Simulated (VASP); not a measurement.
# Sr3Zn2H (P4mm) in VASP: notebook

Sr3Zn2H is run at these levels: PBE; tasks: single point, relaxation of cell and atoms.

Everything below comes from runs of VASP 6.6.1. Logs are shortened: lines on timing, memory, paths and dates and some standing lists are left out, and cuts for length are marked.

## 1. The cell of the first run

It takes space group P4mm (No. 99, tetragonal). The conventional cell has a = 3.776 Å, b = 3.776 Å, c = 8.030 Å, α = 90.00°, β = 90.00°, γ = 90.00°. Sr (site symmetry 2mm) has 6 Sr at 2.67 to 3.57 Å and 4 Zn at 2.83 to 2.84 Å and 2 H at 3.58 Å within 3.6 Å. Sr (site symmetry 4mm) has 5 Zn at 2.82 to 2.89 Å and 4 H at 3.31 Å and 8 Sr at 3.57 to 3.78 Å within 3.8 Å. Within 3.8 Å of Zn (site symmetry 4mm) lie 4 H at 2.82 Å and 5 Sr at 2.83 to 2.89 Å and 4 Zn at 3.78 Å. Zn (site symmetry 4mm) has 8 Sr at 2.82 to 2.84 Å and 1 H at 2.87 Å and 4 Zn at 3.78 Å within 3.8 Å. H (site symmetry 4mm) has 5 Zn at 2.82 to 2.87 Å and 8 Sr at 3.31 to 3.58 Å and 4 H at 3.78 Å within 3.8 Å.

The cell was generated, and may not be a known phase.

## 2. Single point, PBE

Contents of INCAR:

```
SYSTEM = Sr3Zn2H
PREC     = Accurate       ! precision mode
ENCUT    = 520            ! plane-wave cutoff, eV
EDIFF    = 1E-6           ! SCF threshold, eV
ISMEAR   = 0              ! smearing method
SIGMA    = 0.1            ! smearing width, eV
LREAL    = .False.        ! projectors in reciprocal space
LASPH    = .True.         ! aspherical terms in the spheres
NELM     = 60             ! most SCF steps
ALGO     = Normal         ! electronic algorithm
ISIF     = 2              ! what is computed and relaxed
LWAVE    = .False.        ! write WAVECAR
LCHARG   = .False.        ! write CHGCAR
GGA      = PE             ! functional
NBANDS   = 36             ! bands
```

Contents of KPOINTS:

```
Automatic mesh
0
Gamma
  4 4 2
  0 0 0
```

Contents of POSCAR:

```
Sr3Zn2H
1.0
    3.7761804800      0.0000000000      0.0000000000
    0.0000000000      3.7761804800      0.0000000000
    0.0000000000      0.0000000000      8.0297746200
Sr Zn H
3 2 1
Direct
    0.5000000000      0.0000000000      0.9998509900
    0.0000000000      0.5000000000      0.9998509900
    0.5000000000      0.5000000000      0.3771390000
    0.5000000000      0.5000000000      0.7365469900
    0.0000000000      0.0000000000      0.2648670100
    0.0000000000      0.0000000000      0.6217470200
```

Potentials or basis: VASP PAW PBE potentials, release 64 (Sr_sv, Zn, H).

Command:

```bash
cat potpaw_PBE.64/Sr_sv/POTCAR potpaw_PBE.64/Zn/POTCAR potpaw_PBE.64/H/POTCAR > POTCAR
mpirun -np 1 vasp_std > vasp.out
```

OUTCAR:

```text
SYSTEM = Sr3Zn2H
   PREC = Accurate
   ENCUT = 520
   EDIFF = 1E-6
   ISMEAR = 0
   LREAL = .False.
   LASPH = .True.
   NELM = 60
   ISIF = 2
   GGA = PE

 ion  position               nearest neighbor table
   1  0.500  0.000  1.000-   2 2.67   2 2.67   2 2.67   2 2.67   4 2.83   4 2.83   5 2.84   5 2.84
                             3 3.57   3 3.57
   2  0.000  0.500  1.000-   1 2.67   1 2.67   1 2.67   1 2.67   4 2.83   4 2.83   5 2.84   5 2.84
                             3 3.57   3 3.57
   3  0.500  0.500  0.377-   5 2.82   5 2.82   5 2.82   5 2.82   4 2.89   1 3.57   2 3.57   2 3.57
                             1 3.57
   4  0.500  0.500  0.737-   1 2.83   2 2.83   1 2.83   2 2.83   3 2.89
   5  0.000  0.000  0.265-   3 2.82   3 2.82   3 2.82   3 2.82   2 2.84   1 2.84   1 2.84   2 2.84

   6  0.000  0.000  0.622-

  LATTYP: Found a simple tetragonal cell.
 ALAT       =     3.7761804800
 C/A-ratio  =     2.1264276595

  Lattice vectors:

 A1 = (   3.7761804800,   0.0000000000,   0.0000000000)
 A2 = (   0.0000000000,   3.7761804800,   0.0000000000)
 A3 = (   0.0000000000,   0.0000000000,   8.0297746200)

Analysis of symmetry for initial positions (statically):
=====================================================================
 Subroutine PRICEL returns:
 Original cell was already a primitive cell.

 Routine SETGRP: Setting up the symmetry group for a
 simple tetragonal supercell.

 Subroutine GETGRP returns: Found  8 space group operations
 (whereof  8 operations were pure point group operations)
 out of a pool of 16 trial point group operations.

The static configuration has the point symmetry C_4v.

Analysis of symmetry for dynamics (positions and initial velocities):
=====================================================================
 Subroutine PRICEL returns:
 Original cell was already a primitive cell.

 Routine SETGRP: Setting up the symmetry group for a
 simple tetragonal supercell.

 Subroutine GETGRP returns: Found  8 space group operations
 (whereof  8 operations were pure point group operations)
 out of a pool of 16 trial point group operations.

The dynamic configuration has the point symmetry C_4v.

 Subroutine INISYM returns: Found  8 space group operations
 (whereof  8 operations are pure point group operations),
 and found     1 'primitive' translations

----------------------------------------------------------------------------------------

                                     Primitive cell
[... 88 lines left out ...]
   EDIFFG = 0.1E-04   stopping-criterion for IOM
   NSW    =      0    number of steps for IOM
   IBRION =     -1    ionic relax: 0-MD 1-quasi-New 2-CG
   NFREE  =      0    steps in history (QN), initial steepest desc. (CG)
   ISIF   =      2    stress and relaxation
   ISYM   =      2    0-nonsym 1-usesym 2-fastsym
   POTIM  = 0.5000    time-step for ionic-motion
   TEBEG  =    0.0;   TEEND  =   0.0 temperature during run
   PSTRESS=    0.0 pullay stress
   NELECT =      55.0000    total number of electrons
   NUPDOWN=      -1.0000    fix difference up-down
   EMIN   =  10.00;   EMAX   =-10.00  energy-range for DOS
   EFERMI =   0.00;   METHOD = LEGACY
   ISMEAR =     0;   SIGMA  =   0.10  broadening in eV -4-tet -1-fermi 0-gaus
   EFERMI_NEDOS =   21; number of points for ismear=-14 and -15
   IALGO  =     38    algorithm
   IMIX   =      4    mixing-type and parameters
     AMIX     =   0.40;   BMIX     =  1.00
     AMIX_MAG =   1.60;   BMIX_MAG =  1.00
  volume/ion in A,a.u.               =      19.08       128.78
  Fermi-wavevector in a.u.,A,eV,Ry     =   1.282112  2.422841 22.365424  1.643812
  Thomas-Fermi vector in A             =   2.414443
   LORBIT       =      0    0 simple, 1 ext, 2 COOP (PROOUT), +10 PAW based schemes
   GGA     = PE    functional components
   LHFCALC =     F    Hartree Fock is set to
   AEXX    =    0.0000 exact exchange contribution
   IVDW    =     0    specifies the selected vdW correction
   LEPSILON=     F    determine dielectric tensor
   LRPA    =     F    only Hartree local field effects (RPA)
 non-spin polarized calculation
 Gauss-broadening in eV      SIGMA  =   0.10
  energy-cutoff  :      520.00
  volume of cell :      114.50
 maximum number of plane-waves:      3144
   NGX = 15   NGY = 15   NGZ = 29

 number of electron      55.0000023 magnetization

 Free energy of the ion-electron system (eV)
  ---------------------------------------------------
  ext. energy  EPLUGINS =         0.00000000
  ---------------------------------------------------
  free energy    TOTEN  =        -2.13637240 eV

  energy without entropy =       -2.10648608  energy(sigma->0) =       -2.12142924

 E-fermi :   3.9331     XC(G=0): -10.2045

 val. band max:        3.9238030671   @ k =   0.5000   0.2500   0.5000
 cond. band min:       3.9523947244   @ k =   0.0000   0.0000   0.0000
 fundamental gap:      0.0285916573
 Fermi energy:         3.9331013613

 k-point     1 :       0.0000    0.0000    0.0000
  band No.  band energies     occupation
      1     -32.7263      2.00000
      2     -31.3337      2.00000
      3     -31.0692      2.00000
      4     -15.9275      2.00000
      5     -15.9275      2.00000
      6     -14.8586      2.00000
[... 457 lines left out ...]
     35       7.7779      0.00000
     36       7.8682      0.00000

------------------------ aborting loop because EDIFF is reached ----------------------------------------

  FORCE on cell =-STRESS in cart. coord.  units (eV):
  Direction    XX          YY          ZZ          XY          YZ          ZX
  --------------------------------------------------------------------------------------
  -------------------------------------------------------------------------------------
  Total       22.1104864     22.1104864     16.5185335      0.0000000      0.0000000      0.0000000
  in kB      309.3855578    309.3855578    231.1389993      0.0000000      0.0000000      0.0000000
  external PRESSURE =     283.3033717 kB  Pullay stress =       0.0000000 kB

 VOLUME and BASIS-vectors are now :
 -----------------------------------------------------------------------------
  energy-cutoff  :      520.00
  volume of cell :      114.50
      direct lattice vectors                 reciprocal lattice vectors
     3.776180480  0.000000000  0.000000000     0.264817851  0.000000000  0.000000000
     0.000000000  3.776180480  0.000000000     0.000000000  0.264817851  0.000000000
     0.000000000  0.000000000  8.029774620     0.000000000  0.000000000  0.124536497

 POSITION                                       TOTAL-FORCE (eV/Angst)
 -----------------------------------------------------------------------------------
      1.88809      0.00000      8.02858         0.000000      0.000000     -0.760224
      0.00000      1.88809      8.02858         0.000000      0.000000     -0.760224
      1.88809      1.88809      3.02834         0.000000     -0.000000      2.873356
      1.88809      1.88809      5.91431         0.000000      0.000000     -1.568992
      0.00000      0.00000      2.12682         0.000000      0.000000      0.764652
      0.00000      0.00000      4.99249         0.000000      0.000000     -0.548569
 -----------------------------------------------------------------------------------
    total drift:                                0.000000      0.000000      0.000067

  FREE ENERGIE OF THE ION-ELECTRON SYSTEM (eV)
  ---------------------------------------------------
  free  energy   TOTEN  =        -2.1363724020 eV

  energy  without entropy=       -2.1064860755  energy(sigma->0) =       -2.12142924
```

OSZICAR:

```text
N       E                     dE             d eps       ncg     rms          rms(c)
DAV:   1     0.535768986833E+03    0.53577E+03   -0.25972E+04   864   0.174E+03
DAV:   2     0.543307052604E+02   -0.48144E+03   -0.46706E+03   888   0.442E+02
DAV:   3    -0.271942276989E+01   -0.57050E+02   -0.55974E+02  1224   0.146E+02
DAV:   4    -0.596027647847E+01   -0.32409E+01   -0.31833E+01  1280   0.255E+01
DAV:   5    -0.607024368569E+01   -0.10997E+00   -0.10989E+00  1216   0.426E+00    0.585E+01
DAV:   6    -0.245871207055E+01    0.36115E+01   -0.23502E+01  1168   0.370E+01    0.277E+01
DAV:   7    -0.246669916577E+01   -0.79871E-02   -0.94067E+00  1104   0.150E+01    0.127E+01
DAV:   8    -0.213597600324E+01    0.33072E+00   -0.17584E+00  1124   0.606E+00    0.436E+00
DAV:   9    -0.213674947331E+01   -0.77347E-03   -0.11358E-01  1108   0.206E+00    0.884E-01
DAV:  10    -0.213625139283E+01    0.49808E-03   -0.97947E-03  1172   0.539E-01    0.339E-01
DAV:  11    -0.213636918494E+01   -0.11779E-03   -0.10590E-03  1124   0.180E-01    0.119E-01
DAV:  12    -0.213637358441E+01   -0.43995E-05   -0.13812E-04  1080   0.798E-02    0.332E-02
DAV:  13    -0.213637283109E+01    0.75332E-06   -0.19101E-05  1140   0.370E-02    0.128E-02
DAV:  14    -0.213637240204E+01    0.42905E-06   -0.26614E-06   872   0.169E-02
   1 F= -.21363724E+01 E0= -.21214292E+01  d E =-.298863E-01
```

stdout:

```text
POSCAR found type information on POSCAR SrZnH
 POSCAR found :  3 types and       6 ions
 scaLAPACK will be used
 LDA part: xc-table for (Slater+PW92), standard interpolation
 POSCAR, INCAR and KPOINTS ok, starting setup
 FFT: planning ... GRIDC
 FFT: planning ... GRID_SOFT
 FFT: planning ... GRID
 WAVECAR not read
 entering main loop
```

It took 23 s on 1 thread of AMD EPYC 9R45 (Zen 5), shared host; peak memory 0.2 GiB.

What came out:

```yaml
Free_energy: -2.1364 eV
Pressure: 28.3 GPa
Largest_force: 2.873 eV/Å
Band_gap_on_the_k_mesh: zero (an odd number of electrons rules out a gap without spin polarisation)
```

Forces in eV/Å, atoms in the order of the input:
```
Sr   0.000  0.000 -0.760
Sr   0.000  0.000 -0.760
Sr   0.000  0.000  2.873
Zn   0.000  0.000 -1.569
Zn   0.000  0.000  0.765
H    0.000  0.000 -0.549
```

Levels at points of the mesh, in eV from the Fermi level:
```csv
k point,band 25,band 26,band 27,band 28,band 29,band 30,band 31,band 32
"(0.00, 0.00, 0.00)",-3.22,-2.55,-0.17,0.02,0.16,0.16,1.18,1.30
"(0.50, 0.00, 0.00)",-3.57,-1.83,0.29,0.58,0.77,1.20,1.50,2.33
"(0.50, 0.50, 0.00)",-2.78,-0.73,-0.73,-0.69,0.26,0.26,0.46,1.69
"(0.00, 0.00, 0.50)",-3.71,-1.44,-0.21,-0.17,0.29,0.29,1.07,1.21
"(0.50, 0.00, 0.50)",-3.79,-2.02,0.38,0.40,1.02,1.18,1.27,2.63
"(0.50, 0.50, 0.50)",-2.05,-1.07,-1.07,-0.87,0.63,0.83,0.83,1.68
```

Caveat: the k points lie up to 0.42 Å⁻¹ apart, too coarse for converged energies and pressures of a metal; forces of over 1 eV/Å act on the atoms, so gaps and moduli don't describe the material at rest.

## 3. Single point, PBE

This run uses another cell than the first one, of 37.65 Å³/atom.

Contents of INCAR:

```
SYSTEM = Sr3Zn2H
PREC     = Accurate       ! precision mode
ENCUT    = 520            ! plane-wave cutoff, eV
EDIFF    = 1E-6           ! SCF threshold, eV
ISMEAR   = 0              ! smearing method
SIGMA    = 0.1            ! smearing width, eV
LREAL    = .FALSE.        ! projectors in reciprocal space
LASPH    = .TRUE.         ! aspherical terms in the spheres
NELM     = 80             ! most SCF steps
ALGO     = Normal         ! electronic algorithm
ISIF     = 2              ! what is computed and relaxed
LWAVE    = .FALSE.        ! write WAVECAR
LCHARG   = .FALSE.        ! write CHGCAR
GGA      = PE             ! functional
NBANDS   = 36             ! bands
```

Contents of KPOINTS:

```
Automatic mesh
0
G
  4 4 2
  0 0 0
```

Contents of POSCAR:

```
Sr3Zn2H
1.0
    5.0728035261      0.0000000000      0.0000000000
    0.0000000000      5.0728035261      0.0000000000
    0.0000000000      0.0000000000      8.7781500768
Sr Zn H
3 2 1
Direct
    0.5000000000      0.0000000000      1.0283633281
    0.0000000000      0.5000000000      1.0283633281
    0.5000000000      0.5000000000      0.4206958698
    0.5000000000      0.5000000000      0.7939764855
    0.0000000000      0.0000000000      0.2700886977
    0.0000000000      0.0000000000      0.4585142908
```

Potentials or basis: VASP PAW PBE potentials, release 64 (Sr_sv, Zn, H).

Command:

```bash
cat potpaw_PBE.64/Sr_sv/POTCAR potpaw_PBE.64/Zn/POTCAR potpaw_PBE.64/H/POTCAR > POTCAR
mpirun -np 1 vasp_std > vasp.out
```

It took 55 s on 1 thread of AMD EPYC 9R45 (Zen 5), shared host; peak memory 0.34 GiB.

It converged, with:

| Property | Result |
| --- | --- |
| Free energy | -9.2782 eV |
| Pressure | 0.0 GPa |
| Largest force | 0.044 eV/Å |
| Band gap on the k mesh | zero (an odd number of electrons rules out a gap without spin polarisation) |

Forces in eV/Å, atoms in the order of the input:
```
Sr   0.000  0.000 -0.027
Sr   0.000  0.000 -0.027
Sr   0.000  0.000  0.024
Zn   0.000  0.000  0.022
Zn   0.000  0.000 -0.035
H    0.000  0.000  0.044
```

Stress tensor (GPa, compression positive):
```
 0.06  0.00  0.00
 0.00  0.06  0.00
 0.00  0.00 -0.11
```

Levels at points of the mesh, in eV from the Fermi level:
| k point | band 25 | band 26 | band 27 | band 28 | band 29 | band 30 |
| --- | --- | --- | --- | --- | --- | --- |
| (0.00, 0.00, 0.00) | -2.49 | -0.76 | 0.16 | 0.36 | 0.36 | 1.08 |
| (0.50, 0.00, 0.00) | -1.84 | -1.47 | -0.72 | -0.23 | 0.82 | 1.20 |
| (0.50, 0.50, 0.00) | -1.35 | -1.12 | -1.12 | -0.20 | 0.40 | 0.40 |
| (0.00, 0.00, 0.50) | -2.23 | -1.23 | 0.38 | 0.44 | 0.44 | 1.08 |
| (0.50, 0.00, 0.50) | -2.04 | -1.83 | -0.27 | 0.16 | 0.81 | 1.02 |
| (0.50, 0.50, 0.50) | -1.32 | -1.09 | -1.09 | -0.19 | 0.22 | 0.22 |

[end of part 1 of 2]

The gap in the log of VASP goes by the Fermi energy; the results here count the filled bands.